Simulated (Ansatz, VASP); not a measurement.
## Two plane-wave programs on As

File INCAR:

```
SYSTEM = As
PREC = Accurate
ENCUT = 520
EDIFF = 1E-8
ISMEAR = -1
SIGMA = 0.05
LREAL = .False.
LASPH = .True.
NELM = 80
ALGO = Normal
ISIF = 2
LWAVE = .False.
LCHARG = .False.
GGA = PE
LEFG = .True.
NBANDS = 12
```

Contents of KPOINTS:

```
Automatic mesh
0
Gamma
  13 13 13
  0 0 0
```

Contents of POSCAR:

```
As
1.0
    1.8671333092      1.0779899187      3.4623748656
   -1.8671333092      1.0779899187      3.4623748656
    0.0000000000     -2.1559798374      3.4623748656
As
2
Direct
    0.2275400000      0.2275400000      0.2275400000
    0.7724600000      0.7724600000      0.7724600000
```

Input for Ansatz:

```yaml
crystal:
  lattice:
    - [1.8671333092, 1.0779899187, 3.4623748656]
    - [-1.8671333092, 1.0779899187, 3.4623748656]
    - [0.0, -2.1559798374, 3.4623748656]
  atoms:
    - { symbol: As, position: [0.22754, 0.22754, 0.22754] }
    - { symbol: As, position: [0.77246, 0.77246, 0.77246] }
kpoints:
  mp_grid: { grid: [13, 13, 13] }
scf:
  occupations: { method: fermi_dirac, width: 0.05 }
hamiltonian:
  xc: pbe
  pseudopotentials: { kind: paw }
output:
  forces: true
  stress: true
  eigenvalues: true
  efg: { contact_densities: true }
```

Change from the starting cell: volume scaled by 0.98, PAW files.

Alike in both runs: task electric field gradients; functional PBE; k mesh 13 × 13 × 13; occupations fermi-dirac, width 0.05 eV; no spin polarisation.

```csv
,VASP,Ansatz
version,VASP 6.6.1,Ansatz 0.2.0
potentials or method,"VASP PAW PBE potentials, release 64 (As)","PAW with Ansatz's default frozen-core files, scalar-relativistic"
plane-wave cutoff (eV),520,420
valence electrons in the cell,10,30
```

VASP gave:

| Item | Value |
| --- | --- |
| pressure (GPa) | 5.7 |
| traceless stress, the component that is largest in VASP (GPa) | -1.14 |
| rms of the force components (eV/Å) | 0.247 |
| size of Vzz on the site where it differs most (V/Å²) | 48.4 |

Q: Estimate Ansatz's values.

A: Pressure (GPa): 5.4; traceless stress, the component that is largest in VASP (GPa): -1.04; rms of the force components (eV/Å): 0.211; size of Vzz on the site where it differs most (V/Å²): 51.8.

Atom by atom the forces differ by 0.036 eV/Å (rms over components). VASP's potentials hold 10 valence electrons a cell and Ansatz's 30, so a difference there can come from the potentials and not from the codes.
